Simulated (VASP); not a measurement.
# CaGeF2 (R-3m) in VASP: single point with PBE

Aim: the single point of CaGeF2 with PBE.

Everything below comes from runs of VASP 6.6.1. Logs are shortened: lines on timing, memory, paths and dates and some standing lists are left out, and cuts for length are marked.

**1. The cell of the first run**

Symmetry: R-3m, No. 166, trigonal system. The conventional cell has a = 3.406 Å, b = 3.406 Å, c = 16.276 Å, α = 90.00°, β = 90.00°, γ = 120.00°. Ca (site symmetry -3m) has 8 F at 2.76 to 3.49 Å and 6 Ge at 3.35 Å and 6 Ca at 3.41 Å within 3.6 Å. Within 2.8 Å of Ge (site symmetry -3m) lie 6 F at 2.11 Å. Within 2.8 Å of F (site symmetry 3m) lie 3 Ge at 2.11 Å and 3 F at 2.51 Å and 3 Ca at 2.76 Å.

**2. Single point, PBE**

INCAR

```
ALGO = Normal
EDIFF = 1E-7
ENCUT = 520
GGA = PE
ISIF = 2
ISMEAR = 0
LASPH = True
LCHARG = False
LREAL = False
LWAVE = False
NBANDS = 27
NELM = 100
PREC = Accurate
SIGMA = 0.1
```

KPOINTS

```
k-points
0
Gamma
  6 6 6
```

POSCAR

```
CaGeF2
1.0
    1.7028046500      0.9831147200      5.4253998600
   -1.7028046500      0.9831147200      5.4253998600
    0.0000000000     -1.9662294400      5.4253998600
Ca Ge F
1 1 2
Direct
    0.5000000000      0.5000000000      0.5000000000
    0.0000000000      0.0000000000      0.0000000000
    0.7143518400      0.7143518400      0.7143518400
    0.2856481600      0.2856481600      0.2856481600
```

Potentials or basis: VASP PAW PBE potentials, release 64 (Ca_sv, Ge_d, F).

The run is started by

```sh
$ cat potpaw_PBE.64/Ca_sv/POTCAR potpaw_PBE.64/Ge_d/POTCAR potpaw_PBE.64/F/POTCAR > POTCAR
$ mpirun -np 1 vasp_std > vasp.out
```

OUTCAR:

```text
EDIFF = 1E-7
   ENCUT = 520
   GGA = PE
   ISIF = 2
   ISMEAR = 0
   LASPH = True
   LREAL = False
   NELM = 100
   PREC = Accurate

 ion  position               nearest neighbor table
   1  0.500  0.500  0.500-
   2  0.000  0.000  0.000-   3 2.11   4 2.11   3 2.11   3 2.11   4 2.11   4 2.11
   3  0.714  0.714  0.714-   2 2.11   2 2.11   2 2.11
   4  0.286  0.286  0.286-   2 2.11   2 2.11   2 2.11

  LATTYP: Found a trigonal (rhomboedric) cell.
 ALAT       =     5.7707037586
 COS(alpha) =     0.8258585773

  Lattice vectors:

 A1 = (   1.7028046500,   0.9831147200,   5.4253998600)
 A2 = (  -1.7028046500,   0.9831147200,   5.4253998600)
 A3 = (   0.0000000000,  -1.9662294400,   5.4253998600)

Analysis of symmetry for initial positions (statically):
=====================================================================
 Subroutine PRICEL returns:
 Original cell was already a primitive cell.

 Routine SETGRP: Setting up the symmetry group for a
 trigonal (rhombohedral) supercell.

 Subroutine GETGRP returns: Found 12 space group operations
 (whereof 12 operations were pure point group operations)
 out of a pool of 12 trial point group operations.

The static configuration has the point symmetry D_3d.

Analysis of symmetry for dynamics (positions and initial velocities):
=====================================================================
 Subroutine PRICEL returns:
 Original cell was already a primitive cell.

 Routine SETGRP: Setting up the symmetry group for a
 trigonal (rhombohedral) supercell.

 Subroutine GETGRP returns: Found 12 space group operations
 (whereof 12 operations were pure point group operations)
 out of a pool of 12 trial point group operations.

The dynamic configuration has the point symmetry D_3d.

 Subroutine INISYM returns: Found 12 space group operations
 (whereof 12 operations are pure point group operations),
 and found     1 'primitive' translations

----------------------------------------------------------------------------------------

                                     Primitive cell

  volume of cell :      54.4944

  direct lattice vectors                    reciprocal lattice vectors
     1.702804650  0.983114720  5.425399860     0.293633213  0.169529215  0.061439404
    -1.702804650  0.983114720  5.425399860    -0.293633213  0.169529215  0.061439404
     0.000000000 -1.966229440  5.425399860     0.000000000 -0.339058430  0.061439404

  length of vectors
     5.770703759  5.770703759  5.770703757     0.344580061  0.344580061  0.344580062

  position of ions in fractional coordinates (direct lattice)
     0.500000000  0.500000000  0.500000000
     0.000000000  0.000000000  0.000000000
     0.714351840  0.714351840  0.714351840
     0.285648160  0.285648160  0.285648160

  ion indices of the primitive-cell ions
   primitive index   ion index
                 1           1
                 2           2
                 3           3
                 4           4

----------------------------------------------------------------------------------------

 KPOINTS: k-points

Automatic generation of k-mesh.
 Grid dimensions read from file:
 generate k-points for:    6    6    6

 Generating k-lattice:

  Cartesian coordinates                     Fractional coordinates (reciprocal lattice)
     0.048938869  0.028254869  0.010239901     0.166666667  0.000000000  0.000000000
    -0.048938869  0.028254869  0.010239901     0.000000000  0.166666667  0.000000000
     0.000000000 -0.056509738  0.010239901     0.000000000  0.000000000  0.166666667

  Length of vectors
     0.057430010  0.057430010  0.057430010

  Shift w.r.t. Gamma in fractional coordinates (k-lattice)
     0.000000000  0.000000000  0.000000000

 Subroutine IBZKPT returns following result:
 ===========================================

 Found     32 irreducible k-points:

 Following reciprocal coordinates:
            Coordinates               Weight
  0.000000  0.000000  0.000000      1.000000
  0.166667 -0.000000  0.000000      6.000000
  0.333333  0.000000  0.000000      6.000000
  0.500000 -0.000000  0.000000      3.000000
  0.166667  0.166667  0.000000      6.000000
  0.333333  0.166667  0.000000     12.000000
[... 16 lines left out ...]
  0.500000  0.500000  0.166667      6.000000
 -0.333333  0.500000  0.166667     12.000000
 [... further k-points ...]
   k-points           NKPTS =     32   k-points in BZ     NKDIM =     32   number of bands    NBANDS=     27
   number of dos      NEDOS =    301   number of ions     NIONS =      4
   total plane-waves  NPLWV = 110592
   dimension x,y,z NGX =    48 NGY =   48 NGZ =   48
   dimension x,y,z NGXF=    96 NGYF=   96 NGZF=   96
   ions per type =               1   1   2
   NGX,Y,Z   is equivalent  to a cutoff of  13.83, 13.83, 13.83 a.u.
   NGXF,Y,Z  is equivalent  to a cutoff of  27.66, 27.66, 27.66 a.u.
 SYSTEM =  unknown system
   PREC   = accura    normal or accurate (medium, high low for compatibility)
   ISTART =      0    job   : 0-new  1-cont  2-samecut
   ICHARG =      2    charge: 1-file 2-atom 10-const
   ISPIN  =      1    spin polarized calculation?
   LNONCOLLINEAR =      F non collinear calculations
   LSORBIT =      F    spin-orbit coupling
   LASPH  =      T    aspherical Exc in radial PAW
   ENCUT  =  520.0 eV  38.22 Ry    6.18 a.u.  10.73 10.73 10.73*2*pi/ulx,y,z
   NELM   =    100;   NELMIN=  2; NELMDL= -5     # of ELM steps
   EDIFF  = 0.1E-06   stopping-criterion for ELM
   LREAL  =      F    real-space projection
   EDIFFG = 0.1E-05   stopping-criterion for IOM
   NSW    =      0    number of steps for IOM
   IBRION =     -1    ionic relax: 0-MD 1-quasi-New 2-CG
   NFREE  =      0    steps in history (QN), initial steepest desc. (CG)
   ISIF   =      2    stress and relaxation
   ISYM   =      2    0-nonsym 1-usesym 2-fastsym
   POTIM  = 0.5000    time-step for ionic-motion
   TEBEG  =    0.0;   TEEND  =   0.0 temperature during run
   PSTRESS=    0.0 pullay stress
   NELECT =      38.0000    total number of electrons
   NUPDOWN=      -1.0000    fix difference up-down
   EMIN   =  10.00;   EMAX   =-10.00  energy-range for DOS
   EFERMI =   0.00;   METHOD = LEGACY
   ISMEAR =     0;   SIGMA  =   0.10  broadening in eV -4-tet -1-fermi 0-gaus
   EFERMI_NEDOS =   21; number of points for ismear=-14 and -15
   IALGO  =     38    algorithm
   IMIX   =      4    mixing-type and parameters
     AMIX     =   0.40;   BMIX     =  1.00
     AMIX_MAG =   1.60;   BMIX_MAG =  1.00
  volume/ion in A,a.u.               =      13.62        91.94
  Fermi-wavevector in a.u.,A,eV,Ry     =   1.451728  2.743369 28.674485  2.107515
  Thomas-Fermi vector in A             =   2.569192
   LORBIT       =      0    0 simple, 1 ext, 2 COOP (PROOUT), +10 PAW based schemes
   GGA     = PE    functional components
   LHFCALC =     F    Hartree Fock is set to
   AEXX    =    0.0000 exact exchange contribution
   IVDW    =     0    specifies the selected vdW correction
   LEPSILON=     F    determine dielectric tensor
   LRPA    =     F    only Hartree local field effects (RPA)
 non-spin polarized calculation
 Gauss-broadening in eV      SIGMA  =   0.10
  energy-cutoff  :      520.00
  volume of cell :       54.49
 maximum number of plane-waves:      1482
 NGX is ok and might be reduce to    48
   NGX = 21   NGY = 21   NGZ = 21

 number of electron      38.0000000 magnetization

 Free energy of the ion-electron system (eV)
  ---------------------------------------------------
  ext. energy  EPLUGINS =         0.00000000
  ---------------------------------------------------
  free energy    TOTEN  =       -14.23550793 eV

  energy without entropy =      -14.22690111  energy(sigma->0) =      -14.23120452

 E-fermi :   6.9203     XC(G=0): -10.8026

 val. band max:        6.8966364830   @ k =   0.1667   0.1667   0.0000
 cond. band min:       6.9692115883   @ k =   0.3333   0.3333   0.3333
 fundamental gap:      0.0725751053
 Fermi energy:         6.9203115045

 k-point     1 :       0.0000    0.0000    0.0000
  band No.  band energies     occupation
      1     -35.0359      2.00000
      2     -20.4849      2.00000
      3     -19.2753      2.00000
      4     -18.8068      2.00000
      5     -18.8068      2.00000
      6     -18.5526      2.00000
[... 19 lines left out ...]
     26      11.1945      0.00000
     27      11.1945      0.00000

 k-point     2 :       0.1667   -0.0000    0.0000
  band No.  band energies     occupation
      1     -35.0219      2.00000
      2     -20.3685      2.00000
      3     -19.5178      2.00000
      4     -18.7955      2.00000
      5     -18.6883      2.00000
      6     -18.5547      2.00000
[... 19 lines left out ...]
     26      11.7087      0.00000
     27      12.4123      0.00000

 k-point     3 :       0.3333    0.0000    0.0000
  band No.  band energies     occupation
      1     -34.9936      2.00000
      2     -20.1211      2.00000
      3     -19.7843      2.00000
      4     -18.7726      2.00000
      5     -18.6627      2.00000
      6     -18.5587      2.00000
[... 19 lines left out ...]
     26      12.6974      0.00000
     27      12.7454      0.00000

 k-point     4 :       0.5000   -0.0000    0.0000
  band No.  band energies     occupation
      1     -34.9794      2.00000
      2     -20.0363      2.00000
      3     -19.8236      2.00000
      4     -18.7611      2.00000
      5     -18.6615      2.00000
      6     -18.5608      2.00000
[... 19 lines left out ...]
     26      12.5842      0.00000
     27      13.2017      0.00000

 k-point     5 :       0.1667    0.1667    0.0000
  band No.  band energies     occupation
      1     -35.0218      2.00000
      2     -20.3726      2.00000
      3     -19.5130      2.00000
      4     -18.7955      2.00000
      5     -18.6876      2.00000
      6     -18.5546      2.00000
[... 19 lines left out ...]
     26      11.7649      0.00000
     27      12.6422      0.00000

 k-point     6 :       0.3333    0.1667    0.0000
  band No.  band energies     occupation
      1     -35.0007      2.00000
      2     -20.1871      2.00000
      3     -19.7390      2.00000
      4     -18.7598      2.00000
      5     -18.6632      2.00000
      6     -18.5535      2.00000
[... 444 lines left out ...]
      1     -34.9794      2.00000
      2     -20.0035      2.00000
      3     -19.8932      2.00000
      4     -18.7034      2.00000
      5     -18.6573      2.00000
      6     -18.5281      2.00000
[... 19 lines left out ...]
     26      12.9580      0.00000
     27      13.0143      0.00000

 k-point    22 :      -0.1667    0.3333    0.1667
  band No.  band energies     occupation
      1     -34.9794      2.00000
      2     -20.0110      2.00000
      3     -19.8847      2.00000
      4     -18.7038      2.00000
      5     -18.6578      2.00000
      6     -18.5274      2.00000
[... 19 lines left out ...]
     26      12.5314      0.00000
     27      13.0032      0.00000

 k-point    23 :       0.5000    0.5000    0.1667
  band No.  band energies     occupation
      1     -34.9935      2.00000
      2     -20.1309      2.00000
      3     -19.7838      2.00000
      4     -18.7726      2.00000
      5     -18.6589      2.00000
      6     -18.5584      2.00000
[... 19 lines left out ...]
     26      11.9681      0.00000
     27      12.7739      0.00000

 k-point    24 :      -0.3333    0.5000    0.1667
  band No.  band energies     occupation
      1     -34.9794      2.00000
      2     -20.0035      2.00000
      3     -19.8953      2.00000
      4     -18.7038      2.00000
      5     -18.6562      2.00000
      6     -18.5285      2.00000
[... 19 lines left out ...]
     26      12.8583      0.00000
     27      12.9975      0.00000

 [... further k-points ...]
[... 5 lines left out ...]
  --------------------------------------------------------------------------------------
  -------------------------------------------------------------------------------------
  Total       15.7285723     15.7285722      1.4860515      0.0000000     -0.0000000      0.0000000
  in kB      462.4319765    462.4319737     43.6910430      0.0000000     -0.0000000      0.0000000
  external PRESSURE =     322.8516644 kB  Pullay stress =       0.0000000 kB

 VOLUME and BASIS-vectors are now :
 -----------------------------------------------------------------------------
  energy-cutoff  :      520.00
  volume of cell :       54.49
      direct lattice vectors                 reciprocal lattice vectors
     1.702804650  0.983114720  5.425399860     0.293633213  0.169529215  0.061439404
    -1.702804650  0.983114720  5.425399860    -0.293633213  0.169529215  0.061439404
     0.000000000 -1.966229440  5.425399860     0.000000000 -0.339058430  0.061439404

 POSITION                                       TOTAL-FORCE (eV/Angst)
 -----------------------------------------------------------------------------------
      0.00000      0.00000      8.13810         0.000000      0.000000      0.000000
      0.00000      0.00000      0.00000         0.000000      0.000000      0.000000
      0.00000      0.00000     11.62693         0.000000      0.000000      1.515152
      0.00000      0.00000      4.64927         0.000000     -0.000000     -1.515152
 -----------------------------------------------------------------------------------
    total drift:                                0.000000     -0.000000     -0.000000

  FREE ENERGIE OF THE ION-ELECTRON SYSTEM (eV)
  ---------------------------------------------------
  free  energy   TOTEN  =       -14.2355079312 eV

  energy  without entropy=      -14.2269011144  energy(sigma->0) =      -14.23120452
```

It took 84 s on 1 thread of AMD EPYC 9R45 (Zen 5), shared host; peak memory 0.32 GiB.

Results:

* Free energy: -14.2355 eV
* Pressure: 32.3 GPa
* Largest force: 1.515 eV/Å
* Band gap on the k mesh: zero (bands 19 and 20 overlap by 0.59 eV)

Forces on the atoms (eV/Å):
```
Ca   0.000  0.000  0.000
Ge   0.000  0.000  0.000
F    0.000  0.000  1.515
F    0.000  0.000 -1.515
```

Stress tensor (GPa, compression positive):
```
46.24  0.00  0.00
 0.00 46.24  0.00
 0.00  0.00  4.37
```

Levels at points of the mesh, in eV from the Fermi level:
```tsv
k point	band 16	band 17	band 18	band 19	band 20	band 21	band 22	band 23
(0.00, 0.00, 0.00)	-7.91	-7.57	-6.25	-0.66	-0.52	2.43	2.43	3.90
(0.50, 0.00, 0.00)	-7.51	-7.34	-2.49	-1.04	0.62	2.33	3.07	3.59
(0.50, 0.50, 0.00)	-7.41	-7.40	-2.62	-0.07	0.06	2.47	2.92	3.13
(0.50, 0.50, 0.50)	-7.94	-7.94	-5.45	-2.05	0.08	2.42	2.42	3.01
```

Caveat: the k points lie up to 0.36 Å⁻¹ apart, too coarse for converged energies and pressures of a metal; forces of over 1 eV/Å act on the atoms, so gaps and moduli don't describe the material at rest.
